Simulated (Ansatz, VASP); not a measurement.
## Ni: VASP beside Ansatz

File INCAR:

```
SYSTEM = Ni
PREC = Accurate ; ENCUT = 520
EDIFF = 1E-7 ; ISMEAR = -1
SIGMA = 0.1 ; LREAL = .False.
LASPH = .True. ; NELM = 60
ALGO = Normal ; ISIF = 2
LWAVE = .False. ; LCHARG = .True.
GGA = RE ; LELF = .True.
LVHAR = .True. ; NBANDS = 11
```

Contents of KPOINTS:

```
Automatic mesh
0
Gamma
  25 25 25
  0 0 0
```

File POSCAR:

```
Ni
1.0
    0.0000000000      1.8151915940      1.8151915940
    1.8151915940      0.0000000000      1.8151915940
    1.8151915940      1.8151915940      0.0000000000
Ni
1
Direct
    0.0000000000      0.0000000000      0.0000000000
```

Input for Ansatz:

```yaml
crystal:
  lattice:
    - [0.0, 1.815191594, 1.815191594]
    - [1.815191594, 0.0, 1.815191594]
    - [1.815191594, 1.815191594, 0.0]
  atoms:
    - { symbol: Ni, position: [0.0, 0.0, 0.0] }
hamiltonian:
  xc: revpbe
  pseudopotentials:
    kind: paw
    azcp:
      Ni: "pseudopotentials/Ni.paw.azcp"
basis:
  ecutwfc: 420
  fft_grid_basis: typed
kpoints:
  mp_grid: { grid: [25, 25, 25], shift: [0, 0, 0] }
magnetization:
  spin_polarized: false
scf:
  occupations: { method: fermi_dirac, width: 0.1 }
output:
  stress: true
```

Alike in both runs: task single point; functional revPBE; k mesh 25 × 25 × 25; occupations fermi-dirac, width 0.1 eV; no spin polarisation.

|  | VASP | Ansatz |
| --- | --- | --- |
| version | VASP 6.6.1 | Ansatz 0.2.0 |
| potentials or method | VASP PAW PBE potentials, release 64 (Ni), cutoff 520 eV | plane waves (420 eV) with PAW, scalar-relativistic |
| valence electrons in the cell | 10 | 18 |

Ansatz gave:

```
pressure (GPa) : -11.8
```

Q: What did VASP give for the same quantities?

A: Pressure (GPa): -11.5.

VASP's potentials were made for PBE, not for revPBE. VASP's potentials hold 10 valence electrons a cell and Ansatz's 18, so a difference there can come from the potentials and not from the codes.
